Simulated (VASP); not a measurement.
TiAl, 2 atoms in the cell. Symmetry: P-6m2, No. 187, hexagonal system. Conventional cell: a = 2.876 Å, b = 2.876 Å, c = 4.373 Å, α = 90.00°, β = 90.00°, γ = 120.00°. Within 3.6 Å of Ti (site symmetry -6m2) lie 6 Al at 2.75 Å and 6 Ti at 2.88 Å. Al (site symmetry -6m2) has 6 Ti at 2.75 Å and 6 Al at 2.88 Å within 3.6 Å. 

| Quantity | Value |
| --- | --- |
| Program | VASP 6.6.1 |
| Task | single point |
| Functional | PBEsol |
| Potentials or basis | VASP PAW PBE potentials, release 64 (Ti_sv, Al) |
| Cutoff | 520 eV |
| k mesh | 18 × 18 × 10 |
| Occupations | gaussian, width 0.15 eV |
| Spin | no spin polarisation |
| Dipole correction | no |
| Further INCAR settings | ALGO = Normal; EDIFF = 1e-07; NBANDS = 14 |

Potentials or basis: VASP PAW PBE potentials, release 64 (Ti_sv, Al).

The run is started by

```sh
$ cat potpaw_PBE.64/Ti_sv/POTCAR potpaw_PBE.64/Al/POTCAR > POTCAR
$ mpirun -np 1 vasp_std > vasp.out
```

Hardware: 1 thread of Intel(R) Xeon(R) 6975P-C (Granite Rapids) (shared host).

**Question.** Estimate the wall time of this run.

**Answer.** Run time: 35 s on 1 thread of Intel(R) Xeon(R) 6975P-C (Granite Rapids), with other jobs on the host, peak memory 0.23 GiB. Counts: scf iterations 16, k points 222.
